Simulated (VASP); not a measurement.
# K4Cl (P-43m) in VASP: a series of runs

Runs on K4Cl. Level: PBE. Tasks: relaxation of cell and atoms.

Everything below comes from runs of VASP 6.6.1. Logs are shortened: lines on timing, memory, paths and dates and some standing lists are left out, and cuts for length are marked.

**1. The cell of the first run**

Symmetry: P-43m, No. 215, cubic system. Conventional cell: a = 6.751 Å, b = 6.751 Å, c = 6.751 Å, α = 90.00°, β = 90.00°, γ = 90.00°. K (site symmetry 3m) has 1 Cl at 2.92 Å within 3.9 Å. Cl (site symmetry -43m) has 4 K at 2.92 Å within 3.9 Å.

**2. Relaxation of cell and atoms, PBE (atoms taken out)**

File INCAR:

```
SYSTEM = K4Cl
PREC     = Accurate       ! precision mode
ENCUT    = 600            ! plane-wave cutoff, eV
EDIFF    = 1E-7           ! SCF threshold, eV
ISMEAR   = 0              ! smearing method
SIGMA    = 0.1            ! smearing width, eV
LREAL    = .FALSE.        ! projectors in reciprocal space
LASPH    = .TRUE.         ! aspherical terms in the spheres
NELM     = 100            ! most SCF steps
ALGO     = Normal         ! electronic algorithm
ISIF     = 3              ! what is computed and relaxed
LWAVE    = .FALSE.        ! write WAVECAR
LCHARG   = .FALSE.        ! write CHGCAR
GGA      = PE             ! functional
IBRION   = 2              ! ionic algorithm
NSW      = 100            ! ionic steps
EDIFFG   = -0.01          ! ionic threshold
```

File KPOINTS:

```
regular mesh
0
G
  6 6 6
  0 0 0
```

File POSCAR:

```
K4Cl
1.0
    6.7513771700      0.0000000000      0.0000000000
    0.0000000000      6.7513771700      0.0000000000
    0.0000000000      0.0000000000      6.7513771700
K Cl
4 1
Direct
    0.2500000000      0.2500000000      0.2500000000
    0.7500000000      0.7500000000      0.2500000000
    0.7500000000      0.2500000000      0.7500000000
    0.2500000000      0.7500000000      0.7500000000
    0.0000000000      0.0000000000      0.0000000000
```

Potentials or basis: VASP PAW PBE potentials, release 64 (K_sv, Cl).

Run with:

```bash
> cat potpaw_PBE.64/K_sv/POTCAR potpaw_PBE.64/Cl/POTCAR > POTCAR
> mpirun -np 1 vasp_std > vasp.out
```

OUTCAR:

```text
SYSTEM = K4Cl
   PREC = Accurate
   ENCUT = 600
   EDIFF = 1E-7
   ISMEAR = 0
   LREAL = .FALSE.
   LASPH = .TRUE.
   NELM = 100
   ISIF = 3
   GGA = PE
   IBRION = 2
   NSW = 100
   EDIFFG = -0.01

 ion  position               nearest neighbor table
   1  0.250  0.250  0.250-   5 2.92
   2  0.750  0.750  0.250-   5 2.92
   3  0.750  0.250  0.750-   5 2.92
   4  0.250  0.750  0.750-   5 2.92
   5  0.000  0.000  0.000-   1 2.92   2 2.92   3 2.92   4 2.92

  LATTYP: Found a simple cubic cell.
 ALAT       =     6.7513771700

  Lattice vectors:

 A1 = (   6.7513771700,   0.0000000000,   0.0000000000)
 A2 = (   0.0000000000,   6.7513771700,   0.0000000000)
 A3 = (   0.0000000000,   0.0000000000,   6.7513771700)

Analysis of symmetry for initial positions (statically):
=====================================================================
 Subroutine PRICEL returns:
 Original cell was already a primitive cell.

 Routine SETGRP: Setting up the symmetry group for a
 simple cubic supercell.

 Subroutine GETGRP returns: Found 24 space group operations
 (whereof 24 operations were pure point group operations)
 out of a pool of 48 trial point group operations.

The static configuration has the point symmetry T_d .

Analysis of symmetry for dynamics (positions and initial velocities):
=====================================================================
 Subroutine PRICEL returns:
 Original cell was already a primitive cell.

 Routine SETGRP: Setting up the symmetry group for a
 simple cubic supercell.

 Subroutine GETGRP returns: Found 24 space group operations
 (whereof 24 operations were pure point group operations)
 out of a pool of 48 trial point group operations.

The dynamic configuration has the point symmetry T_d .

 Subroutine INISYM returns: Found 24 space group operations
 (whereof 24 operations are pure point group operations),
 and found     1 'primitive' translations

----------------------------------------------------------------------------------------

                                     Primitive cell

  volume of cell :     307.7352

  direct lattice vectors                    reciprocal lattice vectors
     6.751377170  0.000000000  0.000000000     0.148117928  0.000000000  0.000000000
     0.000000000  6.751377170  0.000000000     0.000000000  0.148117928  0.000000000
     0.000000000  0.000000000  6.751377170     0.000000000  0.000000000  0.148117928

  length of vectors
     6.751377170  6.751377170  6.751377170     0.148117928  0.148117928  0.148117928

  position of ions in fractional coordinates (direct lattice)
     0.250000000  0.250000000  0.250000000
     0.750000000  0.750000000  0.250000000
     0.750000000  0.250000000  0.750000000
     0.250000000  0.750000000  0.750000000
     0.000000000  0.000000000  0.000000000

  ion indices of the primitive-cell ions
   primitive index   ion index
                 1           1
                 2           2
                 3           3
                 4           4
                 5           5

----------------------------------------------------------------------------------------

 KPOINTS: regular mesh

Automatic generation of k-mesh.
 Grid dimensions read from file:
 generate k-points for:    6    6    6

 Generating k-lattice:

  Cartesian coordinates                     Fractional coordinates (reciprocal lattice)
     0.024686321  0.000000000  0.000000000     0.166666667  0.000000000  0.000000000
     0.000000000  0.024686321  0.000000000     0.000000000  0.166666667  0.000000000
     0.000000000  0.000000000  0.024686321     0.000000000  0.000000000  0.166666667

  Length of vectors
     0.024686321  0.024686321  0.024686321

  Shift w.r.t. Gamma in fractional coordinates (k-lattice)
     0.000000000  0.000000000  0.000000000

 Subroutine IBZKPT returns following result:
 ===========================================

 Found     20 irreducible k-points:

 Following reciprocal coordinates:
            Coordinates               Weight
  0.000000  0.000000  0.000000      1.000000
  0.166667  0.000000  0.000000      6.000000
  0.333333  0.000000  0.000000      6.000000
  0.500000  0.000000  0.000000      3.000000
  0.166667  0.166667  0.000000     12.000000
  0.333333  0.166667  0.000000     24.000000
[... 12 lines left out ...]
  0.500000  0.500000  0.333333      6.000000
  0.500000  0.500000  0.500000      1.000000
   k-points           NKPTS =     20   k-points in BZ     NKDIM =     20   number of bands    NBANDS=     25
   number of dos      NEDOS =    301   number of ions     NIONS =      5
   total plane-waves  NPLWV = 157464
   dimension x,y,z NGX =    54 NGY =   54 NGZ =   54
   dimension x,y,z NGXF=   108 NGYF=  108 NGZF=  108
   ions per type =               4   1
   NGX,Y,Z   is equivalent  to a cutoff of  13.30, 13.30, 13.30 a.u.
   NGXF,Y,Z  is equivalent  to a cutoff of  26.59, 26.59, 26.59 a.u.
 SYSTEM =  K4Cl
   PREC   = accura    normal or accurate (medium, high low for compatibility)
   ISTART =      0    job   : 0-new  1-cont  2-samecut
   ICHARG =      2    charge: 1-file 2-atom 10-const
   ISPIN  =      1    spin polarized calculation?
   LNONCOLLINEAR =      F non collinear calculations
   LSORBIT =      F    spin-orbit coupling
   LASPH  =      T    aspherical Exc in radial PAW
   ENCUT  =  600.0 eV  44.10 Ry    6.64 a.u.  13.48 13.48 13.48*2*pi/ulx,y,z
   NELM   =    100;   NELMIN=  2; NELMDL= -5     # of ELM steps
   EDIFF  = 0.1E-06   stopping-criterion for ELM
   LREAL  =      F    real-space projection
   EDIFFG = -.1E-01   stopping-criterion for IOM
   NSW    =    100    number of steps for IOM
   IBRION =      2    ionic relax: 0-MD 1-quasi-New 2-CG
   NFREE  =      1    steps in history (QN), initial steepest desc. (CG)
   ISIF   =      3    stress and relaxation
   ISYM   =      2    0-nonsym 1-usesym 2-fastsym
   POTIM  = 0.5000    time-step for ionic-motion
   TEBEG  =    0.0;   TEEND  =   0.0 temperature during run
   PSTRESS=    0.0 pullay stress
   NELECT =      43.0000    total number of electrons
   NUPDOWN=      -1.0000    fix difference up-down
   EMIN   =  10.00;   EMAX   =-10.00  energy-range for DOS
   EFERMI =   0.00;   METHOD = LEGACY
   ISMEAR =     0;   SIGMA  =   0.10  broadening in eV -4-tet -1-fermi 0-gaus
   EFERMI_NEDOS =   21; number of points for ismear=-14 and -15
   IALGO  =     38    algorithm
   IMIX   =      4    mixing-type and parameters
     AMIX     =   0.40;   BMIX     =  1.00
     AMIX_MAG =   1.60;   BMIX_MAG =  1.00
  volume/ion in A,a.u.               =      61.55       415.34
  Fermi-wavevector in a.u.,A,eV,Ry     =   0.849517  1.605354  9.819035  0.721679
  Thomas-Fermi vector in A             =   1.965350
   LORBIT       =      0    0 simple, 1 ext, 2 COOP (PROOUT), +10 PAW based schemes
   GGA     = PE    functional components
   LHFCALC =     F    Hartree Fock is set to
   AEXX    =    0.0000 exact exchange contribution
   IVDW    =     0    specifies the selected vdW correction
   LEPSILON=     F    determine dielectric tensor
   LRPA    =     F    only Hartree local field effects (RPA)
 conjugate gradient relaxation of ions
 non-spin polarized calculation
 Gauss-broadening in eV      SIGMA  =   0.10
  energy-cutoff  :      600.00
  volume of cell :      307.74
 maximum number of plane-waves:     10323
 NGX is ok and might be reduce to    54
   NGX = 27   NGY = 27   NGZ = 27

--------------------------------------- Ionic step        1  -------------------------------------------

 number of electron      42.9999991 magnetization

 Free energy of the ion-electron system (eV)
  ---------------------------------------------------
  ext. energy  EPLUGINS =         0.00000000
  ---------------------------------------------------
  free energy    TOTEN  =        -9.30344051 eV

  energy without entropy =       -9.28360529  energy(sigma->0) =       -9.29352290

------------------------ aborting loop because EDIFF is reached ----------------------------------------

  FORCE on cell =-STRESS in cart. coord.  units (eV):
  Direction    XX          YY          ZZ          XY          YZ          ZX
  --------------------------------------------------------------------------------------
  -------------------------------------------------------------------------------------
  Total        1.1043462      1.1043462      1.1043462      0.0000000      0.0000000     -0.0000000
  in kB        5.7496141      5.7496141      5.7496141      0.0000000      0.0000000     -0.0000000
  external PRESSURE =       5.7496141 kB  Pullay stress =       0.0000000 kB

 VOLUME and BASIS-vectors are now :
 -----------------------------------------------------------------------------
  energy-cutoff  :      600.00
  volume of cell :      307.74
      direct lattice vectors                 reciprocal lattice vectors
     6.751377170  0.000000000  0.000000000     0.148117928  0.000000000  0.000000000
     0.000000000  6.751377170  0.000000000     0.000000000  0.148117928  0.000000000
     0.000000000  0.000000000  6.751377170     0.000000000  0.000000000  0.148117928
[... 79 lines left out ...]
 POSITION                                       TOTAL-FORCE (eV/Angst)
 -----------------------------------------------------------------------------------
      1.74990      1.74990      1.74990        -0.002937     -0.002937     -0.002937
      5.19433      5.19433      1.74990         0.002937      0.002937     -0.002937
      5.19433      1.74990      5.19433         0.002937     -0.002937      0.002937
      1.74990      5.19433      5.19433        -0.002937      0.002937      0.002937
      0.00000      0.00000      0.00000        -0.000000      0.000000      0.000000
 -----------------------------------------------------------------------------------
    total drift:                                0.000000      0.000000     -0.000000

  FREE ENERGIE OF THE ION-ELECTRON SYSTEM (eV)
  ---------------------------------------------------
  free  energy   TOTEN  =        -9.3523025318 eV

  energy  without entropy=       -9.3321974970  energy(sigma->0) =       -9.34225001

--------------------------------------- Ionic step        4  -------------------------------------------

 number of electron      43.0000007 magnetization

 Free energy of the ion-electron system (eV)
  ---------------------------------------------------
  ext. energy  EPLUGINS =         0.00000000
  ---------------------------------------------------
  free energy    TOTEN  =        -9.35259350 eV

  energy without entropy =       -9.33250914  energy(sigma->0) =       -9.34255132

 E-fermi :   0.1185     XC(G=0):  -5.6117

 val. band max:        0.0983804434   @ k =   0.5000   0.5000   0.0000
 cond. band min:       0.1345821081   @ k =   0.3333   0.1667   0.1667
 fundamental gap:      0.0362016647
 Fermi energy:         0.1184971694

 k-point     1 :       0.0000    0.0000    0.0000
  band No.  band energies     occupation
      1     -32.0048      2.00000
      2     -32.0017      2.00000
      3     -32.0017      2.00000
      4     -32.0017      2.00000
      5     -16.2537      2.00000
      6     -15.5344      2.00000
[... 17 lines left out ...]
     24       1.4462      0.00000
     25       1.4462      0.00000
[... 552 lines left out ...]
 POSITION                                       TOTAL-FORCE (eV/Angst)
 -----------------------------------------------------------------------------------
      1.74557      1.74557      1.74557         0.003185      0.003185      0.003185
      5.18521      5.18521      1.74557        -0.003185     -0.003185      0.003185
      5.18521      1.74557      5.18521        -0.003185      0.003185     -0.003185
      1.74557      5.18521      5.18521         0.003185     -0.003185     -0.003185
      0.00000      0.00000      0.00000         0.000000     -0.000000      0.000000
 -----------------------------------------------------------------------------------
    total drift:                                0.000000      0.000000      0.000000

  FREE ENERGIE OF THE ION-ELECTRON SYSTEM (eV)
  ---------------------------------------------------
  free  energy   TOTEN  =        -9.3525935039 eV

  energy  without entropy=       -9.3325091431  energy(sigma->0) =       -9.34255132

 reached required accuracy - stopping structural energy minimisation
```

Wall time 16 min (1 thread of Intel Xeon 8259CL, shared host); peak memory 0.52 GiB.

What came out:

* Free energy: -9.3526 eV
* Relaxed volume: 66.58 Å³/atom
* Relaxed cell: a = 6.931 Å, b = 6.931 Å, c = 6.931 Å, α = 90.00°, β = 90.00°, γ = 90.00°
* Space group after relaxing (to 0.1 Å): P-43m (No. 215)
* Energy gained by relaxing: 9.8 meV/atom
* Ionic steps: 4
* Pressure after relaxing: 0.0 GPa
* Band gap on the k mesh: zero (an odd number of electrons rules out a gap without spin polarisation)

The path:
| step | energy change (eV) | largest force (eV/Å) | pressure (GPa) | volume (Å³) |
| --- | --- | --- | --- | --- |
| 1 | 0.0000 | 0.1815 | 0.57 | 307.74 |
| 2 | -0.0324 | 0.1030 | 0.32 | 317.68 |
| 3 | -0.0489 | 0.0051 | -0.04 | 334.87 |
| 4 | -0.0492 | 0.0055 | -0.01 | 332.92 |

Final structure:
```xyz
5
Lattice="6.9308 0.0000 0.0000 0.0000 6.9308 0.0000 0.0000 0.0000 6.9308" Properties=species:S:1:pos:R:3 pbc="T T T"
K     1.7456    1.7456    1.7456
K     5.1852    5.1852    1.7456
K     5.1852    1.7456    5.1852
K     1.7456    5.1852    5.1852
Cl    0.0000    0.0000    0.0000
```

Caveat: the cell differs from its parent crystal (atoms taken out); an odd number of electrons without spin polarisation forces a metal; a magnetic or distorted state may lie lower.

**3. Relaxation of cell and atoms, PBE (atoms taken out)**

File INCAR:

```
PREC     = Accurate       # precision mode
ENCUT    = 600            # plane-wave cutoff, eV
EDIFF    = 1E-6           # SCF threshold, eV
ISMEAR   = 0              # smearing method
SIGMA    = 0.1            # smearing width, eV
LREAL    = False          # projectors in reciprocal space
LASPH    = True           # aspherical terms in the spheres
NELM     = 80             # most SCF steps
ALGO     = Normal         # electronic algorithm
ISIF     = 3              # what is computed and relaxed
LWAVE    = False          # write WAVECAR
LCHARG   = False          # write CHGCAR
GGA      = PE             # functional
IBRION   = 2              # ionic algorithm
NSW      = 100            # ionic steps
EDIFFG   = -0.01          # ionic threshold
```

File KPOINTS:

```
Automatic mesh
0
Gamma
  6 6 6
```

File POSCAR:

```
K4Cl
1.0
    6.9233414204      0.0000000000      0.0000000000
    0.0000000000      6.9233414204      0.0000000000
    0.0000000000      0.0000000000      6.9233414204
K Cl
4 1
Direct
    0.2519164828      0.2519164828      0.2519164828
    0.7480835172      0.7480835172      0.2519164828
    0.7480835172      0.2519164828      0.7480835172
    0.2519164828      0.7480835172      0.7480835172
    0.0000000000      0.0000000000      0.0000000000
```

Potentials or basis: VASP PAW PBE potentials, release 64 (K_sv, Cl).

Run with:

```bash
> cat potpaw_PBE.64/K_sv/POTCAR potpaw_PBE.64/Cl/POTCAR > POTCAR
> mpirun -np 1 vasp_std > vasp.out
```

Wall time 4.5 min (1 thread of Intel Xeon 8259CL, shared host); peak memory 0.52 GiB.

Results (log left out):

```
Free energy                  : -9.3535 eV
Pressure after relaxing      : 0.0 GPa
Largest force after relaxing : 0.008 eV/Å
Band gap on the k mesh       : zero (an odd number of electrons rules out a gap without spin polarisation)
```

Forces on the atoms (eV/Å):
```
K    0.005  0.005  0.005
K   -0.005 -0.005  0.005
K   -0.005  0.005 -0.005
K    0.005 -0.005 -0.005
Cl   0.000  0.000  0.000
```

Final structure:
```
K Cl
1.0
     6.92334    0.00000    0.00000
     0.00000    6.92334    0.00000
     0.00000    0.00000    6.92334
K Cl
4 1
Direct
  0.25192 0.25192 0.25192
  0.74808 0.74808 0.25192
  0.74808 0.25192 0.74808
  0.25192 0.74808 0.74808
  0.00000 0.00000 0.00000
```

Levels at points of the mesh, in eV from the Fermi level:
| k point | band 17 | band 18 | band 19 | band 20 | band 21 | band 22 | band 23 | band 24 | band 25 |
| --- | --- | --- | --- | --- | --- | --- | --- | --- | --- |
| (0.00, 0.00, 0.00) | -15.23 | -4.49 | -4.49 | -4.49 | -1.71 | 1.23 | 1.23 | 1.33 | 1.33 |
| (0.50, 0.00, 0.00) | -15.22 | -4.52 | -4.48 | -4.48 | -0.91 | -0.66 | 1.57 | 1.63 | 1.65 |
| (0.50, 0.50, 0.00) | -15.22 | -4.51 | -4.51 | -4.48 | -0.39 | -0.02 | -0.02 | 0.52 | 2.05 |
| (0.50, 0.50, 0.50) | -15.23 | -4.50 | -4.50 | -4.50 | 0.33 | 0.33 | 0.33 | 0.37 | 1.00 |

Caveat: the cell differs from its parent crystal (atoms taken out); the relaxation stopped at its first step, so nothing moved; an odd number of electrons without spin polarisation forces a metal; a magnetic or distorted state may lie lower.
